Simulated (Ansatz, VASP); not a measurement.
**One calculation of BaS, two programs**

```
CELL_PARAMETERS angstrom
0.00000 3.21439 3.21439
3.21439 0.00000 3.21439
3.21439 3.21439 0.00000
ATOMIC_POSITIONS crystal
Ba 0.00000 0.00000 0.00000
S 0.50000 0.50000 0.50000
```

Alike in both runs: task relaxation of cell and atoms; functional PBE; k mesh 8 × 8 × 8; occupations fermi-dirac, width 0.02 eV; no spin polarisation.

|  | VASP | Ansatz |
| --- | --- | --- |
| version | VASP 6.6.1 | Ansatz 0.2.0 |
| potentials or method | VASP PAW PBE potentials, release 64 (Ba_sv, S), cutoff 600 eV | all-electron LAPW, scalar-relativistic |

|  | VASP | Ansatz | Ansatz less VASP |
| --- | --- | --- | --- |
| gap on the k mesh at the Fermi level, each at its own relaxed structure (eV) | 2.16 | 2.23 | +0.075 |
| relaxed volume (Å³/atom) | 33.65 | 33.21 | -0.435 |
| relaxed length of the cell vector where the two differ most in proportion (Å) | 4.566 | 4.546 | -0.0198 |

Ansatz ran all-electron here, and VASP with PAW potentials.

Spin-orbit coupling is off throughout.
